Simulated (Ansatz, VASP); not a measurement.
# Li3Pb2: VASP beside Ansatz

INCAR

```
PREC = Accurate
ENCUT = 520
EDIFF = 1E-6
ISMEAR = 0
SIGMA = 0.1
LREAL = False
LASPH = True
NELM = 100
ALGO = Fast
ISIF = 2
LWAVE = False
LCHARG = False
GGA = PE
NBANDS = 26
```

Contents of KPOINTS:

```
Automatic mesh
0
Gamma
  4 4 4
```

File POSCAR:

```
Li3Pb2
1.0
    4.1927359000      0.0000000000      0.0000000000
    0.0000000000      4.1927359000      0.0000000000
    0.0000000000      0.0000000000      5.6859708000
Li Pb
3 2
Direct
    0.0000000000      0.5000000000      0.0000000000
    0.5000000000      0.0000000000      0.0000000000
    0.5000000000      0.5000000000      0.0000000000
    0.0000000000      0.0000000000      0.2489106200
    0.0000000000      0.0000000000      0.7510893800
```

Input for Ansatz:

```yaml
crystal:
  lattice:
    - [4.1927359, 0.0, 0.0]
    - [0.0, 4.1927359, 0.0]
    - [0.0, 0.0, 5.6859708]
  atoms:
    - { symbol: Li, position: [0.0, 0.5, 0.0] }
    - { symbol: Li, position: [0.5, 0.0, 0.0] }
    - { symbol: Li, position: [0.5, 0.5, 0.0] }
    - { symbol: Pb, position: [0.0, 0.0, 0.24891062] }
    - { symbol: Pb, position: [0.0, 0.0, 0.75108938] }
basis:
  ecutwfc: 420
kpoints:
  mp_grid: { grid: [4, 4, 4] }
hamiltonian:
  xc: pbe
scf:
  occupations: { method: gaussian, width: 0.1 }
  lower_state_search: "off"
output:
  forces: true
  stress: true
  eigenvalues: true
```

Alike in both runs: task single point; functional PBE; k mesh 4 × 4 × 4; occupations gaussian, width 0.1 eV; no spin polarisation.

```csv
,VASP,Ansatz
version,VASP 6.6.1,Ansatz 0.2.0
potentials or method,"VASP PAW PBE potentials, release 64 (Li_sv, Pb_d), cutoff 520 eV","scalar-relativistic, plane waves, PAW"
valence electrons in the cell,37,37
```

Ansatz gave:

| Item | Value |
| --- | --- |
| gap on the k mesh at the Fermi level (eV) | none |
| rms of the force components (eV/Å) | 0.874 |

Problem. Which values does VASP return?

Solution. gap on the k mesh at the Fermi level (eV): none; rms of the force components (eV/Å): 0.881.

Atom by atom the forces differ by 0.007 eV/Å (rms over components). A gap of «none» marks a metal or a gap that the smearing closes. With one functional, cell and mesh, what is left measures potentials, basis and numerics.

The k mesh is coarse, so the values compare programs but aren't converged. Spin-orbit coupling is off throughout. Noted on VASP's run: the cutoff is short for stress, so the pressure is rough.
